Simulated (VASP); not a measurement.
# ZnC (Pmmn) in VASP: notebook

The runs below take ZnC through single point, relaxation of cell and atoms, with PBE.

Program: VASP 6.6.1. These are calculated values, not measurements. Logs are shortened: lines on timing, memory, paths and dates and some standing lists are left out, and cuts for length are marked.

## 1. The cell of the first run

Symmetry: Pmmn, No. 59, orthorhombic system. Conventional cell: a = 2.690 Å, b = 3.858 Å, c = 5.876 Å, α = 90.00°, β = 90.00°, γ = 90.00°. Zn (site symmetry mm2) has 1 C at 1.74 Å within 2.3 Å. Within 2.3 Å of C (site symmetry mm2) lie 1 Zn at 1.74 Å.

The cell was generated, and may not be a known phase.

## 2. Single point, PBE

INCAR reads:

```
PREC = Accurate
ENCUT = 520
EDIFF = 1E-6
ISMEAR = 0
SIGMA = 0.1
LREAL = False
LASPH = True
NELM = 60
ALGO = Fast
ISIF = 2
LWAVE = False
LCHARG = True
GGA = PE
LELF = True
LVHAR = True
NBANDS = 24
```

KPOINTS reads:

```
Automatic mesh
0
Gamma
  6 4 4
```

POSCAR reads:

```
ZnC
1.0
    2.6904922900      0.0000000000      0.0000000000
    0.0000000000      3.8580735100      0.0000000000
    0.0000000000      0.0000000000      5.8761947000
Zn C
2 2
Direct
    0.0000000000      0.5000000000      0.4243667700
    0.5000000000      0.0000000000      0.5756332300
    0.0000000000      0.5000000000      0.7206623700
    0.5000000000      0.0000000000      0.2793376300
```

Potentials or basis: VASP PAW PBE potentials, release 64 (Zn, C).

On the command line:

```console
> cat potpaw_PBE.64/Zn/POTCAR potpaw_PBE.64/C/POTCAR > POTCAR
> mpirun -np 1 vasp_std > vasp.out
```

OUTCAR:

```text
PREC = Accurate
   ENCUT = 520
   EDIFF = 1E-6
   ISMEAR = 0
   LREAL = False
   LASPH = True
   NELM = 60
   ISIF = 2
   GGA = PE

 ion  position               nearest neighbor table
   1  0.000  0.500  0.424-   3 1.74   4 2.50   4 2.50   4 2.50   4 2.50   2 2.51   2 2.51   2 2.51
                             2 2.51
   2  0.500  0.000  0.576-   4 1.74   3 2.50   3 2.50   3 2.50   3 2.50   1 2.51   1 2.51   1 2.51
                             1 2.51
   3  0.000  0.500  0.721-   1 1.74   2 2.50   2 2.50   2 2.50   2 2.50
   4  0.500  0.000  0.279-   2 1.74   1 2.50   1 2.50   1 2.50   1 2.50

  LATTYP: Found a simple orthorhombic cell.
 ALAT       =     2.6904922900
 B/A-ratio  =     1.4339656443
 C/A-ratio  =     2.1840592972

  Lattice vectors:

 A1 = (   2.6904922900,   0.0000000000,   0.0000000000)
 A2 = (   0.0000000000,   3.8580735100,   0.0000000000)
 A3 = (   0.0000000000,   0.0000000000,   5.8761947000)

Analysis of symmetry for initial positions (statically):
=====================================================================
 Subroutine PRICEL returns:
 Original cell was already a primitive cell.

 Routine SETGRP: Setting up the symmetry group for a
 simple orthorhombic supercell.

 Subroutine GETGRP returns: Found  8 space group operations
 (whereof  4 operations were pure point group operations)
 out of a pool of  8 trial point group operations.

The static configuration has the point symmetry C_2v.
 The point group associated with its full space group is D_2h.

Analysis of symmetry for dynamics (positions and initial velocities):
=====================================================================
 Subroutine PRICEL returns:
 Original cell was already a primitive cell.

 Routine SETGRP: Setting up the symmetry group for a
 simple orthorhombic supercell.

 Subroutine GETGRP returns: Found  8 space group operations
 (whereof  4 operations were pure point group operations)
 out of a pool of  8 trial point group operations.

The dynamic configuration has the point symmetry C_2v.
 The point group associated with its full space group is D_2h.

 Subroutine INISYM returns: Found  8 space group operations
 (whereof  4 operations are pure point group operations),
 and found     1 'primitive' translations

----------------------------------------------------------------------------------------

                                     Primitive cell

  volume of cell :      60.9956

  direct lattice vectors                    reciprocal lattice vectors
     2.690492290  0.000000000  0.000000000     0.371679192  0.000000000  0.000000000
     0.000000000  3.858073510  0.000000000     0.000000000  0.259196720  0.000000000
     0.000000000  0.000000000  5.876194700     0.000000000  0.000000000  0.170178160

  length of vectors
     2.690492290  3.858073510  5.876194700     0.371679192  0.259196720  0.170178160

  position of ions in fractional coordinates (direct lattice)
     0.000000000  0.500000000  0.424366770
     0.500000000  0.000000000  0.575633230
     0.000000000  0.500000000  0.720662370
     0.500000000  0.000000000  0.279337630

  ion indices of the primitive-cell ions
   primitive index   ion index
                 1           1
                 2           2
                 3           3
                 4           4

----------------------------------------------------------------------------------------

 KPOINTS: Automatic mesh

Automatic generation of k-mesh.
 Grid dimensions read from file:
 generate k-points for:    6    4    4

 Generating k-lattice:

  Cartesian coordinates                     Fractional coordinates (reciprocal lattice)
     0.061946532  0.000000000  0.000000000     0.166666667  0.000000000  0.000000000
     0.000000000  0.064799180  0.000000000     0.000000000  0.250000000  0.000000000
     0.000000000  0.000000000  0.042544540     0.000000000  0.000000000  0.250000000

  Length of vectors
     0.061946532  0.064799180  0.042544540

  Shift w.r.t. Gamma in fractional coordinates (k-lattice)
     0.000000000  0.000000000  0.000000000

 Subroutine IBZKPT returns following result:
 ===========================================

 Found     36 irreducible k-points:

 Following reciprocal coordinates:
            Coordinates               Weight
  0.000000  0.000000  0.000000      1.000000
  0.166667  0.000000  0.000000      2.000000
  0.333333  0.000000  0.000000      2.000000
  0.500000  0.000000  0.000000      1.000000
  0.000000  0.250000  0.000000      2.000000
  0.166667  0.250000  0.000000      4.000000
[... 16 lines left out ...]
  0.333333  0.500000  0.250000      4.000000
  0.500000  0.500000  0.250000      2.000000
 [... further k-points ...]
   k-points           NKPTS =     36   k-points in BZ     NKDIM =     36   number of bands    NBANDS=     24
   number of dos      NEDOS =    301   number of ions     NIONS =      4
   total plane-waves  NPLWV =  28800
   dimension x,y,z NGX =    20 NGY =   30 NGZ =   48
   dimension x,y,z NGXF=    40 NGYF=   60 NGZF=   96
   ions per type =               2   2
   NGX,Y,Z   is equivalent  to a cutoff of  12.36, 12.93, 13.58 a.u.
   NGXF,Y,Z  is equivalent  to a cutoff of  24.72, 25.85, 27.16 a.u.
 SYSTEM =  unknown system
   PREC   = accura    normal or accurate (medium, high low for compatibility)
   ISTART =      0    job   : 0-new  1-cont  2-samecut
   ICHARG =      2    charge: 1-file 2-atom 10-const
   ISPIN  =      1    spin polarized calculation?
   LNONCOLLINEAR =      F non collinear calculations
   LSORBIT =      F    spin-orbit coupling
   LASPH  =      T    aspherical Exc in radial PAW
   ENCUT  =  520.0 eV  38.22 Ry    6.18 a.u.   5.00  7.17 10.93*2*pi/ulx,y,z
   NELM   =     60;   NELMIN=  2; NELMDL= -5     # of ELM steps
   EDIFF  = 0.1E-05   stopping-criterion for ELM
   LREAL  =      F    real-space projection
   EDIFFG = 0.1E-04   stopping-criterion for IOM
   NSW    =      0    number of steps for IOM
   IBRION =     -1    ionic relax: 0-MD 1-quasi-New 2-CG
   NFREE  =      0    steps in history (QN), initial steepest desc. (CG)
   ISIF   =      2    stress and relaxation
   ISYM   =      2    0-nonsym 1-usesym 2-fastsym
   POTIM  = 0.5000    time-step for ionic-motion
   TEBEG  =    0.0;   TEEND  =   0.0 temperature during run
   PSTRESS=    0.0 pullay stress
   NELECT =      32.0000    total number of electrons
   NUPDOWN=      -1.0000    fix difference up-down
   EMIN   =  10.00;   EMAX   =-10.00  energy-range for DOS
   EFERMI =   0.00;   METHOD = LEGACY
   ISMEAR =     0;   SIGMA  =   0.10  broadening in eV -4-tet -1-fermi 0-gaus
   EFERMI_NEDOS =   21; number of points for ismear=-14 and -15
   IALGO  =     68    algorithm
   IMIX   =      4    mixing-type and parameters
     AMIX     =   0.40;   BMIX     =  1.00
     AMIX_MAG =   1.60;   BMIX_MAG =  1.00
  volume/ion in A,a.u.               =      15.25       102.90
  Fermi-wavevector in a.u.,A,eV,Ry     =   1.320359  2.495117 23.719686  1.743348
  Thomas-Fermi vector in A             =   2.450191
   LORBIT       =      0    0 simple, 1 ext, 2 COOP (PROOUT), +10 PAW based schemes
   GGA     = PE    functional components
   LHFCALC =     F    Hartree Fock is set to
   AEXX    =    0.0000 exact exchange contribution
   IVDW    =     0    specifies the selected vdW correction
   LEPSILON=     F    determine dielectric tensor
   LRPA    =     F    only Hartree local field effects (RPA)
 non-spin polarized calculation
 RMM-DIIS sequential band-by-band and
 Gauss-broadening in eV      SIGMA  =   0.10
  energy-cutoff  :      520.00
  volume of cell :       61.00
 maximum number of plane-waves:      1664
   NGX = 11   NGY = 15   NGZ = 21

 number of electron      32.0000000 magnetization

 Free energy of the ion-electron system (eV)
  ---------------------------------------------------
  ext. energy  EPLUGINS =         0.00000000
  ---------------------------------------------------
  free energy    TOTEN  =        -9.48450476 eV

  energy without entropy =       -9.46268280  energy(sigma->0) =       -9.47359378

 E-fermi :   0.9959     XC(G=0):  -9.7367

 val. band max:        0.9857084544   @ k =   0.5000   0.2500   0.5000
 cond. band min:       1.0052505006   @ k =   0.1667   0.2500   0.0000
 fundamental gap:      0.0195420462
 Fermi energy:         0.9959254904

 k-point     1 :       0.0000    0.0000    0.0000
  band No.  band energies     occupation
      1     -12.2804      2.00000
      2     -10.5309      2.00000
      3      -7.5214      2.00000
      4      -7.2553      2.00000
      5      -6.9784      2.00000
      6      -6.8614      2.00000
[... 16 lines left out ...]
     23      11.5803      0.00000
     24      12.5276      0.00000

 k-point     2 :       0.1667    0.0000    0.0000
  band No.  band energies     occupation
      1     -11.8327      2.00000
      2     -10.2919      2.00000
      3      -7.3762      2.00000
      4      -7.2709      2.00000
      5      -7.2360      2.00000
      6      -6.9980      2.00000
[... 16 lines left out ...]
     23      10.9603      0.00000
     24      12.1763      0.00000

 k-point     3 :       0.3333    0.0000    0.0000
  band No.  band energies     occupation
      1     -10.6499      2.00000
      2      -9.7324      2.00000
      3      -7.5199      2.00000
      4      -7.5117      2.00000
      5      -7.3570      2.00000
      6      -7.3565      2.00000
[... 16 lines left out ...]
     23       9.4875      0.00000
     24      10.5785      0.00000

 k-point     4 :       0.5000    0.0000    0.0000
  band No.  band energies     occupation
      1      -9.5488      2.00000
      2      -9.5488      2.00000
      3      -7.6909      2.00000
      4      -7.6909      2.00000
      5      -7.5678      2.00000
      6      -7.5678      2.00000
[... 16 lines left out ...]
     23       8.6318      0.00000
     24       8.6318      0.00000

 k-point     5 :       0.0000    0.2500    0.0000
  band No.  band energies     occupation
      1     -11.8382      2.00000
      2     -10.5142      2.00000
      3      -7.6917      2.00000
      4      -7.5095      2.00000
      5      -6.9018      2.00000
      6      -6.8828      2.00000
[... 16 lines left out ...]
     23      12.1618      0.00000
     24      13.1030      0.00000

 k-point     6 :       0.1667    0.2500    0.0000
  band No.  band energies     occupation
      1     -11.4364      2.00000
      2     -10.2845      2.00000
      3      -7.5540      2.00000
      4      -7.2995      2.00000
      5      -7.1427      2.00000
      6      -6.9403      2.00000
[... 16 lines left out ...]
     23      10.9123      0.00000
     24      12.2345      0.00000
[... 379 lines left out ...]
 k-point    21 :       0.0000    0.5000    0.2500
  band No.  band energies     occupation
      1     -10.8896      2.00000
      2     -10.8896      2.00000
      3      -7.8581      2.00000
      4      -7.8581      2.00000
      5      -6.8734      2.00000
      6      -6.8734      2.00000
[... 16 lines left out ...]
     23      12.2866      0.00000
     24      12.2866      0.00000

 k-point    22 :       0.1667    0.5000    0.2500
  band No.  band energies     occupation
      1     -10.6162      2.00000
      2     -10.6162      2.00000
      3      -7.5989      2.00000
      4      -7.5989      2.00000
      5      -7.0045      2.00000
      6      -7.0045      2.00000
[... 16 lines left out ...]
     23      11.8053      0.00000
     24      11.8053      0.00000

 k-point    23 :       0.3333    0.5000    0.2500
  band No.  band energies     occupation
      1     -10.0131      2.00000
      2     -10.0131      2.00000
      3      -7.2867      2.00000
      4      -7.2867      2.00000
      5      -7.0325      2.00000
      6      -7.0325      2.00000
[... 16 lines left out ...]
     23      11.3097      0.00000
     24      11.3097      0.00000

 k-point    24 :       0.5000    0.5000    0.2500
  band No.  band energies     occupation
      1      -9.6789      2.00000
      2      -9.6789      2.00000
      3      -7.2120      2.00000
      4      -7.2120      2.00000
      5      -7.1280      2.00000
      6      -7.1280      2.00000
[... 16 lines left out ...]
     23      12.3567      0.00000
     24      12.3567      0.00000

 [... further k-points ...]

------------------------ aborting loop because EDIFF is reached ----------------------------------------

  FORCE on cell =-STRESS in cart. coord.  units (eV):
  Direction    XX          YY          ZZ          XY          YZ          ZX
  --------------------------------------------------------------------------------------
  -------------------------------------------------------------------------------------
  Total       -0.0084164     -0.4725166     16.6075456      0.0000000      0.0000000      0.0000000
  in kB       -0.2210752    -12.4116419    436.2320888      0.0000000      0.0000000      0.0000000
  external PRESSURE =     141.1997906 kB  Pullay stress =       0.0000000 kB

 VOLUME and BASIS-vectors are now :
 -----------------------------------------------------------------------------
  energy-cutoff  :      520.00
  volume of cell :       61.00
      direct lattice vectors                 reciprocal lattice vectors
     2.690492290  0.000000000  0.000000000     0.371679192  0.000000000  0.000000000
     0.000000000  3.858073510  0.000000000     0.000000000  0.259196720  0.000000000
     0.000000000  0.000000000  5.876194700     0.000000000  0.000000000  0.170178160

 POSITION                                       TOTAL-FORCE (eV/Angst)
 -----------------------------------------------------------------------------------
      0.00000      1.92904      2.49366         0.000000      0.000000     -6.682691
      1.34525      0.00000      3.38253         0.000000      0.000000      6.682691
      0.00000      1.92904      4.23475         0.000000      0.000000      4.281660
      1.34525      0.00000      1.64144         0.000000      0.000000     -4.281660
 -----------------------------------------------------------------------------------
    total drift:                               -0.000000      0.000000      0.000000

  FREE ENERGIE OF THE ION-ELECTRON SYSTEM (eV)
  ---------------------------------------------------
  free  energy   TOTEN  =        -9.4845047599 eV

  energy  without entropy=       -9.4626827973  energy(sigma->0) =       -9.47359378
```

Run time: 50 s. Hardware: 1 thread of Oxide Virtual Turin-like, shared host; peak memory 0.15 GiB.

What came out:

* Free energy: -9.4845 eV
* Pressure: 14.1 GPa
* Largest force: 6.683 eV/Å
* Band gap on the k mesh: zero (bands 16 and 17 overlap by 0.93 eV)

Forces on the atoms (eV/Å):
```
Zn   0.000  0.000 -6.683
Zn   0.000  0.000  6.683
C    0.000  0.000  4.282
C    0.000  0.000 -4.282
```

Caveat: the k points lie up to 0.41 Å⁻¹ apart, too coarse for converged energies and pressures of a metal; forces of over 1 eV/Å act on the atoms, so gaps and moduli don't describe the material at rest.

(Continued in part 2 of 3.)
